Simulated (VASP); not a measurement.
# SnTe (P1) in VASP: single point with r2SCAN

Aim: the single point of SnTe with r2SCAN.

Program: VASP 6.6.1. These are calculated values, not measurements. Logs are shortened: lines on timing, memory, paths and dates and some standing lists are left out, and cuts for length are marked.

### 1 The cell of the first run

The typed cell holds 2 atoms: a = 5.069 Å, b = 5.069 Å, c = 5.069 Å, α = 60.00°, β = 60.00°, γ = 60.00°.

### 2 Single point, r2SCAN

Input file POSCAR:

```
SnTe
1.0
    0.0000000000      3.5839840077      3.5839840077
    3.5839840077      0.0000000000      3.5839840077
    3.5839840077      3.5839840077      0.0000000000
Sn Te
1 1
Direct
   -0.0040999067     -0.0138443698     -0.0030279153
    0.2538141906      0.2628798002      0.2528169763
```

Input file INCAR.step1:

```
SYSTEM = SnTe
ALGO     = Normal         ! electronic algorithm
EDIFF    = 1E-4           ! SCF threshold, eV
ENCUT    = 520            ! plane-wave cutoff, eV
GGA      = PE             ! functional
ISMEAR   = -1             ! smearing method
LASPH    = .TRUE.         ! aspherical terms in the spheres
LCHARG   = .FALSE.        ! write CHGCAR
LREAL    = .FALSE.        ! projectors in reciprocal space
LWAVE    = .TRUE.         ! write WAVECAR
NBANDS   = 17             ! bands
NELM     = 100            ! most SCF steps
PREC     = Accurate       ! precision mode
SIGMA    = 0.052          ! smearing width, eV
```

Input file INCAR.step2:

```
SYSTEM = SnTe
ALGO     = Normal         ! electronic algorithm
EDIFF    = 1E-6           ! SCF threshold, eV
ENCUT    = 520            ! plane-wave cutoff, eV
ISIF     = 2              ! what is computed and relaxed
ISMEAR   = -1             ! smearing method
ISTART   = 1            
LASPH    = .TRUE.         ! aspherical terms in the spheres
LCHARG   = .FALSE.        ! write CHGCAR
LMIXTAU  = .TRUE.       
LREAL    = .FALSE.        ! projectors in reciprocal space
LWAVE    = .FALSE.        ! write WAVECAR
METAGGA  = R2SCAN         ! meta-GGA
NBANDS   = 17             ! bands
NELM     = 100            ! most SCF steps
PREC     = Accurate       ! precision mode
SIGMA    = 0.052          ! smearing width, eV
```

Input file KPOINTS:

```
k-points
0
G
  4 4 4
  0 0 0
```

Potentials or basis: VASP PAW PBE potentials, release 64 (Sn_d, Te).

On the command line:

```bash
$ cat potpaw_PBE.64/Sn_d/POTCAR potpaw_PBE.64/Te/POTCAR > POTCAR
$ cp INCAR.step1 INCAR
$ mpirun -np 1 vasp_std > vasp.out
$ cp INCAR.step2 INCAR
$ mpirun -np 1 vasp_std > vasp.out
```

OUTCAR:

```text
SYSTEM = SnTe
   EDIFF = 1E-6
   ENCUT = 520
   ISIF = 2
   ISMEAR = -1
   ISTART = 1
   LASPH = .TRUE.
   LREAL = .FALSE.
   METAGGA = R2SCAN
   NELM = 100
   PREC = Accurate

 ion  position               nearest neighbor table
   1  0.996  0.986  0.997-   2 3.00   2 3.08   2 3.08   2 3.27
   2  0.254  0.263  0.253-   1 3.00   1 3.08   1 3.08   1 3.27

  LATTYP: Found a face centered cubic cell.
 ALAT       =     7.1679680154

  Lattice vectors:

 A1 = (   0.0000000000,   3.5839840077,   3.5839840077)
 A2 = (   3.5839840077,   0.0000000000,   3.5839840077)
 A3 = (   3.5839840077,   3.5839840077,   0.0000000000)

Analysis of symmetry for initial positions (statically):
=====================================================================
 Subroutine PRICEL returns:
 Original cell was already a primitive cell.

 Routine SETGRP: Setting up the symmetry group for a
 face centered cubic supercell.

 Subroutine GETGRP returns: Found  1 space group operations
 (whereof  1 operations were pure point group operations)
 out of a pool of 48 trial point group operations.

The static configuration has the point symmetry C_1 .

Analysis of symmetry for dynamics (positions and initial velocities):
=====================================================================
 Subroutine PRICEL returns:
 Original cell was already a primitive cell.

 Routine SETGRP: Setting up the symmetry group for a
 face centered cubic supercell.

 Subroutine GETGRP returns: Found  1 space group operations
 (whereof  1 operations were pure point group operations)
 out of a pool of 48 trial point group operations.

The dynamic configuration has the point symmetry C_1 .

 Subroutine INISYM returns: Found  1 space group operations
 (whereof  1 operations are pure point group operations),
 and found     1 'primitive' translations

----------------------------------------------------------------------------------------

                                     Primitive cell

  volume of cell :      92.0721

  direct lattice vectors                    reciprocal lattice vectors
     0.000000000  3.583984008  3.583984008    -0.139509551  0.139509551  0.139509551
     3.583984008  0.000000000  3.583984008     0.139509551 -0.139509551  0.139509551
     3.583984008  3.583984008  0.000000000     0.139509551  0.139509551 -0.139509551

  length of vectors
     5.068518791  5.068518791  5.068518791     0.241637631  0.241637631  0.241637631

  position of ions in fractional coordinates (direct lattice)
     0.995900093  0.986155630  0.996972085
     0.253814191  0.262879800  0.252816976

  ion indices of the primitive-cell ions
   primitive index   ion index
                 1           1
                 2           2

----------------------------------------------------------------------------------------

 KPOINTS: k-points

Automatic generation of k-mesh.
 Grid dimensions read from file:
 generate k-points for:    4    4    4

 Generating k-lattice:

  Cartesian coordinates                     Fractional coordinates (reciprocal lattice)
    -0.034877388  0.034877388  0.034877388     0.250000000  0.000000000  0.000000000
     0.034877388 -0.034877388  0.034877388     0.000000000  0.250000000  0.000000000
     0.034877388  0.034877388 -0.034877388     0.000000000  0.000000000  0.250000000

  Length of vectors
     0.060409408  0.060409408  0.060409408

  Shift w.r.t. Gamma in fractional coordinates (k-lattice)
     0.000000000  0.000000000  0.000000000

 Subroutine IBZKPT returns following result:
 ===========================================

 Found     36 irreducible k-points:

 Following reciprocal coordinates:
            Coordinates               Weight
  0.000000  0.000000  0.000000      1.000000
  0.250000  0.000000  0.000000      2.000000
  0.000000  0.250000  0.000000      2.000000
  0.000000  0.000000  0.250000      2.000000
  0.250000  0.250000  0.250000      2.000000
  0.500000  0.000000  0.000000      1.000000
[... 16 lines left out ...]
  0.250000  0.500000  0.500000      2.000000
  0.500000  0.000000  0.250000      2.000000
 [... further k-points ...]
   k-points           NKPTS =     36   k-points in BZ     NKDIM =     36   number of bands    NBANDS=     17
   number of dos      NEDOS =    301   number of ions     NIONS =      2
   total plane-waves  NPLWV =  64000
   dimension x,y,z NGX =    40 NGY =   40 NGZ =   40
   dimension x,y,z NGXF=    80 NGYF=   80 NGZF=   80
   ions per type =               1   1
   NGX,Y,Z   is equivalent  to a cutoff of  13.12, 13.12, 13.12 a.u.
   NGXF,Y,Z  is equivalent  to a cutoff of  26.24, 26.24, 26.24 a.u.
 SYSTEM =  SnTe
   PREC   = accura    normal or accurate (medium, high low for compatibility)
   ISTART =      1    job   : 0-new  1-cont  2-samecut
   ICHARG =      0    charge: 1-file 2-atom 10-const
   ISPIN  =      1    spin polarized calculation?
   LNONCOLLINEAR =      F non collinear calculations
   LSORBIT =      F    spin-orbit coupling
   LASPH  =      T    aspherical Exc in radial PAW
   ENCUT  =  520.0 eV  38.22 Ry    6.18 a.u.   9.42  9.42  9.42*2*pi/ulx,y,z
   NELM   =    100;   NELMIN=  2; NELMDL=  0     # of ELM steps
   EDIFF  = 0.1E-05   stopping-criterion for ELM
   LREAL  =      F    real-space projection
   EDIFFG = 0.1E-04   stopping-criterion for IOM
   NSW    =      0    number of steps for IOM
   IBRION =     -1    ionic relax: 0-MD 1-quasi-New 2-CG
   NFREE  =      0    steps in history (QN), initial steepest desc. (CG)
   ISIF   =      2    stress and relaxation
   ISYM   =      2    0-nonsym 1-usesym 2-fastsym
   POTIM  = 0.5000    time-step for ionic-motion
   TEBEG  =    0.0;   TEEND  =   0.0 temperature during run
   PSTRESS=    0.0 pullay stress
   NELECT =      20.0000    total number of electrons
   NUPDOWN=      -1.0000    fix difference up-down
   EMIN   =  10.00;   EMAX   =-10.00  energy-range for DOS
   EFERMI =   0.00;   METHOD = LEGACY
   ISMEAR =    -1;   SIGMA  =   0.05  broadening in eV -4-tet -1-fermi 0-gaus
   EFERMI_NEDOS =   21; number of points for ismear=-14 and -15
   IALGO  =     38    algorithm
   IMIX   =      4    mixing-type and parameters
     AMIX     =   0.40;   BMIX     =  1.00
     AMIX_MAG =   1.60;   BMIX_MAG =  1.00
  volume/ion in A,a.u.               =      46.04       310.67
  Fermi-wavevector in a.u.,A,eV,Ry     =   0.984107  1.859692 13.176775  0.968466
  Thomas-Fermi vector in A             =   2.115314
   LORBIT       =      0    0 simple, 1 ext, 2 COOP (PROOUT), +10 PAW based schemes
   METAGGA = R2SCAN    functional components
   LHFCALC =     F    Hartree Fock is set to
   AEXX    =    0.0000 exact exchange contribution
   IVDW    =     0    specifies the selected vdW correction
   LEPSILON=     F    determine dielectric tensor
   LRPA    =     F    only Hartree local field effects (RPA)
 non-spin polarized calculation
  energy-cutoff  :      520.00
  volume of cell :       92.07
 maximum number of plane-waves:      2493
 NGX is ok and might be reduce to    40
   NGX = 19   NGY = 19   NGZ = 19

 number of electron      19.9999999 magnetization

 Free energy of the ion-electron system (eV)
  ---------------------------------------------------
  ext. energy  EPLUGINS =         0.00000000
  ---------------------------------------------------
  free energy    TOTEN  =       -50.04478833 eV

  energy without entropy =      -50.03762127  energy(sigma->0) =      -50.04120480

 E-fermi :   3.3943     XC(G=0):  -8.0596

 val. band max:        3.3922186204   @ k =   0.5000   0.0000   0.5000
 cond. band min:       3.4652185545   @ k =   0.0000   0.5000   0.5000
 fundamental gap:      0.0729999341
 Fermi energy:         3.3943155184

 k-point     1 :       0.0000    0.0000    0.0000
  band No.  band energies     occupation
      1     -19.2883      2.00000
      2     -19.2838      2.00000
      3     -19.2802      2.00000
      4     -19.2645      2.00000
      5     -19.2641      2.00000
      6      -8.9469      2.00000
[... 9 lines left out ...]
     16      10.0820      0.00000
     17      10.9141      0.00000

 k-point     2 :       0.2500    0.0000    0.0000
  band No.  band energies     occupation
      1     -19.2874      2.00000
      2     -19.2840      2.00000
      3     -19.2801      2.00000
      4     -19.2647      2.00000
      5     -19.2636      2.00000
      6      -8.6709      2.00000
[... 9 lines left out ...]
     16       9.5269      0.00000
     17      10.7052      0.00000

 k-point     3 :       0.0000    0.2500    0.0000
  band No.  band energies     occupation
      1     -19.2875      2.00000
      2     -19.2836      2.00000
      3     -19.2809      2.00000
      4     -19.2645      2.00000
      5     -19.2631      2.00000
      6      -8.6532      2.00000
[... 9 lines left out ...]
     16       9.4367      0.00000
     17      10.7537      0.00000

 k-point     4 :       0.0000    0.0000    0.2500
  band No.  band energies     occupation
      1     -19.2874      2.00000
      2     -19.2841      2.00000
      3     -19.2800      2.00000
      4     -19.2646      2.00000
      5     -19.2637      2.00000
      6      -8.6728      2.00000
[... 9 lines left out ...]
     16       9.5368      0.00000
     17      10.6999      0.00000

 k-point     5 :       0.2500    0.2500    0.2500
  band No.  band energies     occupation
      1     -19.2892      2.00000
      2     -19.2827      2.00000
      3     -19.2792      2.00000
      4     -19.2648      2.00000
      5     -19.2644      2.00000
      6      -8.7126      2.00000
[... 9 lines left out ...]
     16       9.6114      0.00000
     17      10.5578      0.00000

 k-point     6 :       0.5000    0.0000    0.0000
  band No.  band energies     occupation
      1     -19.2867      2.00000
      2     -19.2841      2.00000
      3     -19.2800      2.00000
      4     -19.2650      2.00000
      5     -19.2628      2.00000
      6      -8.3205      2.00000
[... 9 lines left out ...]
     16      10.1914      0.00000
     17      10.8485      0.00000

 k-point     7 :       0.0000    0.5000    0.0000
  band No.  band energies     occupation
      1     -19.2867      2.00000
      2     -19.2834      2.00000
      3     -19.2816      2.00000
      4     -19.2645      2.00000
      5     -19.2621      2.00000
      6      -8.2709      2.00000
[... 9 lines left out ...]
     16      10.1571      0.00000
     17      10.6957      0.00000

 k-point     8 :       0.0000    0.0000    0.5000
  band No.  band energies     occupation
      1     -19.2867      2.00000
      2     -19.2843      2.00000
      3     -19.2798      2.00000
      4     -19.2650      2.00000
      5     -19.2629      2.00000
      6      -8.3257      2.00000
[... 9 lines left out ...]
     16      10.1994      0.00000
     17      10.8608      0.00000
[... 203 lines left out ...]
      1     -19.2877      2.00000
      2     -19.2838      2.00000
      3     -19.2789      2.00000
      4     -19.2653      2.00000
      5     -19.2627      2.00000
      6      -8.2134      2.00000
[... 9 lines left out ...]
     16      10.5443      0.00000
     17      11.6939      0.00000

 k-point    20 :       0.5000    0.5000    0.2500
  band No.  band energies     occupation
      1     -19.2893      2.00000
      2     -19.2825      2.00000
      3     -19.2778      2.00000
      4     -19.2652      2.00000
      5     -19.2639      2.00000
      6      -8.2765      2.00000
[... 9 lines left out ...]
     16      10.8854      0.00000
     17      11.7454      0.00000

 k-point    21 :       0.0000    0.2500    0.5000
  band No.  band energies     occupation
      1     -19.2879      2.00000
      2     -19.2835      2.00000
      3     -19.2789      2.00000
      4     -19.2647      2.00000
      5     -19.2634      2.00000
      6      -8.2173      2.00000
[... 9 lines left out ...]
     16      11.0061      0.00000
     17      11.6899      0.00000

 k-point    22 :      -0.2500    0.2500   -0.2500
  band No.  band energies     occupation
      1     -19.2877      2.00000
      2     -19.2823      2.00000
      3     -19.2812      2.00000
      4     -19.2648      2.00000
      5     -19.2621      2.00000
      6      -8.1829      2.00000
[... 9 lines left out ...]
     16      10.5324      0.00000
     17      11.6970      0.00000

 k-point    23 :       0.2500    0.5000    0.5000
  band No.  band energies     occupation
      1     -19.2893      2.00000
      2     -19.2824      2.00000
      3     -19.2780      2.00000
      4     -19.2652      2.00000
      5     -19.2638      2.00000
      6      -8.2760      2.00000
[... 9 lines left out ...]
     16      10.8991      0.00000
     17      11.7437      0.00000

 k-point    24 :       0.5000    0.0000    0.2500
  band No.  band energies     occupation
      1     -19.2877      2.00000
      2     -19.2827      2.00000
      3     -19.2802      2.00000
      4     -19.2649      2.00000
      5     -19.2627      2.00000
      6      -8.2105      2.00000
[... 9 lines left out ...]
     16      10.8976      0.00000
     17      11.6816      0.00000

 [... further k-points ...]
[... 5 lines left out ...]
  --------------------------------------------------------------------------------------
  -------------------------------------------------------------------------------------
  Total       -0.0696031     -0.0833570     -0.0692247     -0.4041576     -0.3782088     -0.1463695
  in kB       -1.2111864     -1.4505220     -1.2046026     -7.0328783     -6.5813347     -2.5470242
  external PRESSURE =      -1.2887703 kB  Pullay stress =       0.0000000 kB

 VOLUME and BASIS-vectors are now :
 -----------------------------------------------------------------------------
  energy-cutoff  :      520.00
  volume of cell :       92.07
      direct lattice vectors                 reciprocal lattice vectors
     0.000000000  3.583984008  3.583984008    -0.139509551  0.139509551  0.139509551
     3.583984008  0.000000000  3.583984008     0.139509551 -0.139509551  0.139509551
     3.583984008  3.583984008  0.000000000     0.139509551  0.139509551 -0.139509551

 POSITION                                       TOTAL-FORCE (eV/Angst)
 -----------------------------------------------------------------------------------
      7.10750      7.14242      7.10366         0.280518      0.073997      0.300886
      1.84825      1.81576      1.85182        -0.280518     -0.073997     -0.300886
 -----------------------------------------------------------------------------------
    total drift:                               -0.000149     -0.000147     -0.000235

  FREE ENERGIE OF THE ION-ELECTRON SYSTEM (eV)
  ---------------------------------------------------
  free  energy   TOTEN  =       -50.0447883338 eV

  energy  without entropy=      -50.0376212704  energy(sigma->0) =      -50.04120480
```

Wall time 2.1 min (1 thread of Intel Xeon Platinum 8488C (Sapphire Rapids), shared host); peak memory 0.28 GiB.

What came out:

```yaml
Free_energy: -50.0448 eV
Pressure: -0.1 GPa
Largest_force: 0.418 eV/Å
```

Forces on the atoms (eV/Å):
```
Sn   0.281  0.074  0.301
Te  -0.281 -0.074 -0.301
```

Stress tensor (GPa, compression positive):
```
-0.12 -0.70 -0.25
-0.70 -0.15 -0.66
-0.25 -0.66 -0.12
```

Caveat: the k points lie up to 0.38 Å⁻¹ apart; the PAW data sets were made with another functional, which shifts forces and pressure a little; spin-orbit coupling is left out, which moves the levels of the heavy elements.
